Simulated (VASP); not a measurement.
# MgCd3Se3 (P3m1) in VASP: relaxation of cell and atoms with PBE

Aim: the relaxation of cell and atoms of MgCd3Se3 with PBE.

Everything below comes from runs of VASP 6.6.1. Logs are shortened: lines on timing, memory, paths and dates and some standing lists are left out, and cuts for length are marked.

**1. The cell of the first run**

Symmetry: P3m1, No. 156, trigonal system. The conventional cell has a = 4.100 Å, b = 4.100 Å, c = 11.800 Å, α = 90.00°, β = 90.00°, γ = 120.00°. Mg (site symmetry 3m) has 1 Cd at 2.65 Å and 6 Se at 2.75 Å within 3.5 Å. Within 3.5 Å of Cd (site symmetry 3m) lie 1 Mg at 2.65 Å and 3 Se at 2.68 Å and 1 Cd at 2.80 Å. Within 3.4 Å of Cd (site symmetry 3m) lie 4 Se at 2.59 to 2.64 Å and 3 Cd at 3.30 Å. Cd (site symmetry 3m) has 3 Se at 2.68 Å and 4 Cd at 2.80 to 3.30 Å within 3.5 Å. Se (site symmetry 3m) has 3 Cd at 2.68 Å and 3 Mg at 2.75 Å within 3.5 Å. Se (site symmetry 3m) has 6 Cd at 2.59 to 2.68 Å within 3.4 Å. Se (site symmetry 3m) has 1 Cd at 2.64 Å and 3 Mg at 2.75 Å within 3.5 Å.

**2. Relaxation of cell and atoms, PBE**

Contents of INCAR:

```
SYSTEM = MgCd3Se3
ALGO = Normal ; EDIFF = 1E-7
EDIFFG = -0.08 ; ENCUT = 600
GGA = PE ; GGA_COMPAT = .False.
IBRION = 2 ; ISIF = 3
ISMEAR = 0 ; LASPH = .True.
LCHARG = .False. ; LREAL = .False.
LWAVE = .False. ; NELM = 120
NELMIN = 4 ; NSW = 36
PREC = Accurate ; SIGMA = 0.2
```

Contents of KPOINTS:

```
k-points
0
Gamma
  5 5 2
  0 0 0
```

Contents of POSCAR:

```
MgCd3Se3
1.0
    4.1000000000      0.0000000000      0.0000000000
   -2.0500000000      3.5507041600      0.0000000000
    0.0000000000      0.0000000000     11.8000000000
Mg Cd Se
1 3 3
Direct
    0.0000000000      0.0000000000      0.0000000000
    0.0000000000      0.0000000000      0.7750000000
    0.3333333300      0.6666666700      0.3430000000
    0.0000000000      0.0000000000      0.5380000000
    0.6666666700      0.3333333300      0.8810000000
    0.6666666700      0.3333333300      0.4320000000
    0.3333333300      0.6666666700      0.1190000000
```

Potentials or basis: VASP PAW PBE potentials, release 64 (Mg, Cd, Se).

Launch:

```bash
$ cat potpaw_PBE.64/Mg/POTCAR potpaw_PBE.64/Cd/POTCAR potpaw_PBE.64/Se/POTCAR > POTCAR
$ mpirun -np 1 vasp_std > vasp.out
```

OUTCAR:

```text
SYSTEM = MgCd3Se3
   EDIFF = 1E-7
   EDIFFG = -0.08
   ENCUT = 600
   GGA = PE
   IBRION = 2
   ISIF = 3
   ISMEAR = 0
   LASPH = .True.
   LREAL = .False.
   NELM = 120
   NELMIN = 4
   NSW = 36
   PREC = Accurate

 ion  position               nearest neighbor table
   1  0.000  0.000  0.000-   2 2.66   5 2.75   7 2.75   5 2.75   7 2.75   5 2.75   7 2.75
   2  0.000  0.000  0.775-   1 2.66   5 2.68   5 2.68   5 2.68   4 2.80
   3  0.333  0.667  0.343-   6 2.59   6 2.59   6 2.59   7 2.64   4 3.30   4 3.30   4 3.30
   4  0.000  0.000  0.538-   6 2.68   6 2.68   6 2.68   2 2.80   3 3.30   3 3.30   3 3.30
   5  0.667  0.333  0.881-   2 2.68   2 2.68   2 2.68   1 2.75   1 2.75   1 2.75
   6  0.667  0.333  0.432-   3 2.59   3 2.59   3 2.59   4 2.68   4 2.68   4 2.68
   7  0.333  0.667  0.119-   3 2.64   1 2.75   1 2.75   1 2.75

  LATTYP: Found a hexagonal cell.
 ALAT       =     4.1000000000
 C/A-ratio  =     2.8780487805

  Lattice vectors:

 A1 = (   4.1000000000,   0.0000000000,   0.0000000000)
 A2 = (  -2.0500000000,   3.5507041600,   0.0000000000)
 A3 = (   0.0000000000,   0.0000000000,  11.8000000000)

Analysis of symmetry for initial positions (statically):
=====================================================================
 Subroutine PRICEL returns:
 Original cell was already a primitive cell.

 Routine SETGRP: Setting up the symmetry group for a
 hexagonal supercell.

 Subroutine GETGRP returns: Found  6 space group operations
 (whereof  6 operations were pure point group operations)
 out of a pool of 24 trial point group operations.

The static configuration has the point symmetry C_3v.

Analysis of symmetry for dynamics (positions and initial velocities):
=====================================================================
 Subroutine PRICEL returns:
 Original cell was already a primitive cell.

 Routine SETGRP: Setting up the symmetry group for a
 hexagonal supercell.

 Subroutine GETGRP returns: Found  6 space group operations
 (whereof  6 operations were pure point group operations)
 out of a pool of 24 trial point group operations.

The dynamic configuration has the point symmetry C_3v.

 Subroutine INISYM returns: Found  6 space group operations
 (whereof  6 operations are pure point group operations),
 and found     1 'primitive' translations

----------------------------------------------------------------------------------------

[... 90 lines left out ...]
   NSW    =     36    number of steps for IOM
   IBRION =      2    ionic relax: 0-MD 1-quasi-New 2-CG
   NFREE  =      1    steps in history (QN), initial steepest desc. (CG)
   ISIF   =      3    stress and relaxation
   ISYM   =      2    0-nonsym 1-usesym 2-fastsym
   POTIM  = 0.5000    time-step for ionic-motion
   TEBEG  =    0.0;   TEEND  =   0.0 temperature during run
   PSTRESS=    0.0 pullay stress
   NELECT =      56.0000    total number of electrons
   NUPDOWN=      -1.0000    fix difference up-down
   EMIN   =  10.00;   EMAX   =-10.00  energy-range for DOS
   EFERMI =   0.00;   METHOD = LEGACY
   ISMEAR =     0;   SIGMA  =   0.20  broadening in eV -4-tet -1-fermi 0-gaus
   EFERMI_NEDOS =   21; number of points for ismear=-14 and -15
   IALGO  =     38    algorithm
   IMIX   =      4    mixing-type and parameters
     AMIX     =   0.40;   BMIX     =  1.00
     AMIX_MAG =   1.60;   BMIX_MAG =  1.00
  volume/ion in A,a.u.               =      24.54       165.61
  Fermi-wavevector in a.u.,A,eV,Ry     =   1.126706  2.129166 17.272148  1.269467
  Thomas-Fermi vector in A             =   2.263389
   LORBIT       =      0    0 simple, 1 ext, 2 COOP (PROOUT), +10 PAW based schemes
   GGA     = PE    functional components
   LHFCALC =     F    Hartree Fock is set to
   AEXX    =    0.0000 exact exchange contribution
   IVDW    =     0    specifies the selected vdW correction
   LEPSILON=     F    determine dielectric tensor
   LRPA    =     F    only Hartree local field effects (RPA)
 conjugate gradient relaxation of ions
 non-spin polarized calculation
 Gauss-broadening in eV      SIGMA  =   0.20
  energy-cutoff  :      600.00
  volume of cell :      171.78
 maximum number of plane-waves:      5772
 NGX is ok and might be reduce to    36
   NGX = 17   NGY = 17   NGZ = 47

--------------------------------------- Ionic step        1  -------------------------------------------

 number of electron      55.9999994 magnetization

 Free energy of the ion-electron system (eV)
  ---------------------------------------------------
  ext. energy  EPLUGINS =         0.00000000
  ---------------------------------------------------
  free energy    TOTEN  =       -16.88481370 eV

  energy without entropy =      -16.87546136  energy(sigma->0) =      -16.88013753

------------------------ aborting loop because EDIFF is reached ----------------------------------------

  FORCE on cell =-STRESS in cart. coord.  units (eV):
  Direction    XX          YY          ZZ          XY          YZ          ZX
  --------------------------------------------------------------------------------------
  -------------------------------------------------------------------------------------
  Total        8.2072214      8.2072214      7.6526547      0.0000000      0.0000000      0.0000000
  in kB       76.5466835     76.5466837     71.3743797      0.0000000      0.0000000      0.0000000
  external PRESSURE =      74.8225823 kB  Pullay stress =       0.0000000 kB
[... 104 lines left out ...]
  FREE ENERGIE OF THE ION-ELECTRON SYSTEM (eV)
  ---------------------------------------------------
  free  energy   TOTEN  =       -18.0074724987 eV

  energy  without entropy=      -17.9993886056  energy(sigma->0) =      -18.00343055

[... ionic steps 4 to 8 ...]

--------------------------------------- Ionic step        9  -------------------------------------------

 number of electron      55.9999998 magnetization

------------------------ aborting loop because EDIFF is reached ----------------------------------------
[... 77 lines left out ...]
--------------------------------------- Ionic step       11  -------------------------------------------

 number of electron      55.9999996 magnetization

 Free energy of the ion-electron system (eV)
  ---------------------------------------------------
  ext. energy  EPLUGINS =         0.00000000
  ---------------------------------------------------
  free energy    TOTEN  =       -18.48352597 eV

  energy without entropy =      -18.48050424  energy(sigma->0) =      -18.48201511

 E-fermi :   1.5148     XC(G=0):  -8.9623

 val. band max:        1.2209005595   @ k =   0.2000   0.0000   0.5000
 cond. band min:       1.6753448531   @ k =   0.0000   0.0000   0.5000
 fundamental gap:      0.4544442937
 Fermi energy:         1.5148110547

 k-point     1 :       0.0000    0.0000    0.0000
  band No.  band energies     occupation
      1     -11.5624      2.00000
      2     -11.1629      2.00000
      3     -10.6449      2.00000
      4      -7.0183      2.00000
      5      -6.9492      2.00000
      6      -6.9492      2.00000
[... 383 lines left out ...]
  FREE ENERGIE OF THE ION-ELECTRON SYSTEM (eV)
  ---------------------------------------------------
  free  energy   TOTEN  =       -18.4835259678 eV

  energy  without entropy=      -18.4805042438  energy(sigma->0) =      -18.48201511

 reached required accuracy - stopping structural energy minimisation
```

OSZICAR:

```text
N       E                     dE             d eps       ncg     rms          rms(c)
DAV:   1     0.420900685481E+03    0.42090E+03   -0.28978E+04   660   0.172E+03
DAV:   2     0.771798858409E+01   -0.41318E+03   -0.40641E+03   743   0.381E+02
DAV:   3    -0.182761318485E+02   -0.25994E+02   -0.25902E+02   780   0.929E+01
[... 124 lines left out ...]
DAV:   3    -0.184835259293E+02    0.13298E-04   -0.40545E-05   775   0.446E-02    0.222E-02
DAV:   4    -0.184835250792E+02    0.85005E-06   -0.60477E-06   800   0.139E-02    0.713E-03
DAV:   5    -0.184835257158E+02   -0.63660E-06   -0.13657E-06   799   0.898E-03    0.255E-03
DAV:   6    -0.184835259862E+02   -0.27036E-06   -0.16539E-07   419   0.279E-03    0.951E-04
DAV:   7    -0.184835259678E+02    0.18409E-07   -0.19977E-08   363   0.969E-04
  11 F= -.18483526E+02 E0= -.18482015E+02  d E =-.834194E-02
```

CONTCAR:

```text
MgCd3Se3
   1.00000000000000
     4.1228241004672253   -0.0000000000000000    0.0000000000000000
    -2.0614120502336126    3.5704704108148309    0.0000000000000000
    -0.0000000000000000    0.0000000000000000   12.9049300167515231
  Mg              Cd              Se
     1     3     3
Direct
     0.0000000000000000    0.0000000000000000    0.0276618209262227
     0.0000000000000000    0.0000000000000000    0.7718620242645102
     0.3333333300000021    0.6666666699999979    0.3133455837551680
     0.0000000000000000    0.0000000000000000    0.5611214000013075
     0.6666666699999979    0.3333333300000021    0.8809943022816217
     0.6666666699999979    0.3333333300000021    0.4194302533647004
     0.3333333300000021    0.6666666699999979    0.1135846154064705

  0.00000000E+00  0.00000000E+00  0.00000000E+00
  0.00000000E+00  0.00000000E+00  0.00000000E+00
  0.00000000E+00  0.00000000E+00  0.00000000E+00
  0.00000000E+00  0.00000000E+00  0.00000000E+00
  0.00000000E+00  0.00000000E+00  0.00000000E+00
  0.00000000E+00  0.00000000E+00  0.00000000E+00
  0.00000000E+00  0.00000000E+00  0.00000000E+00
```

Wall time 23 min (1 thread of Intel Xeon 8259CL, shared host); peak memory 0.41 GiB.

Results:

* Free energy: -18.4835 eV
* Relaxed volume: 27.14 Å³/atom
* Relaxed cell: a = 4.123 Å, b = 4.123 Å, c = 12.905 Å, α = 90.00°, β = 90.00°, γ = 120.00°
* Space group after relaxing (to 0.1 Å): P3m1 (No. 156)
* Energy gained by relaxing: 228.4 meV/atom
* Ionic steps: 11
* Pressure after relaxing: 0.1 GPa
* Largest force after relaxing: 0.076 eV/Å
* Band gap on the k mesh: 0.45 eV (least direct gap 0.54 eV)

Forces on the atoms (eV/Å):
```
Mg   0.000  0.000 -0.014
Cd   0.000  0.000  0.036
Cd   0.000  0.000 -0.041
Cd   0.000  0.000 -0.022
Se   0.000  0.000  0.076
Se   0.000  0.000  0.015
Se   0.000  0.000 -0.051
```

The path:
```tsv
step	energy change (eV)	largest force (eV/Å)	pressure (GPa)	volume (Å³)
1	0.0000	2.7424	7.48	171.78
2	-1.1225	1.1670	-1.79	201.88
3	-1.1227	1.1928	-1.65	201.10
4	-1.3353	0.7726	-0.84	195.94
5	-1.4768	0.7829	0.79	188.26
6	-1.5545	0.4063	0.03	190.20
7	-1.5546	0.4100	0.00	190.28
8	-1.5780	0.2959	-0.10	190.70
9	-1.5904	0.2748	-0.19	191.31
10	-1.5987	0.0814	0.10	190.06
11	-1.5987	0.0761	0.13	189.97
```

Final structure:
```
CELL_PARAMETERS angstrom
4.12282 0.00000 0.00000
-2.06141 3.57047 0.00000
0.00000 0.00000 12.90493
ATOMIC_POSITIONS crystal
Mg 0.00000 0.00000 0.02766
Cd 0.00000 0.00000 0.77186
Cd 0.33333 0.66667 0.31335
Cd 0.00000 0.00000 0.56112
Se 0.66667 0.33333 0.88099
Se 0.66667 0.33333 0.41943
Se 0.33333 0.66667 0.11358
```

Caveat: semilocal functionals underestimate gaps, and a narrow one can read as zero; the relaxation stopped at a loose force limit of 0.08 eV/Å, so its end isn't a converged minimum. A k mesh can miss the band edges.
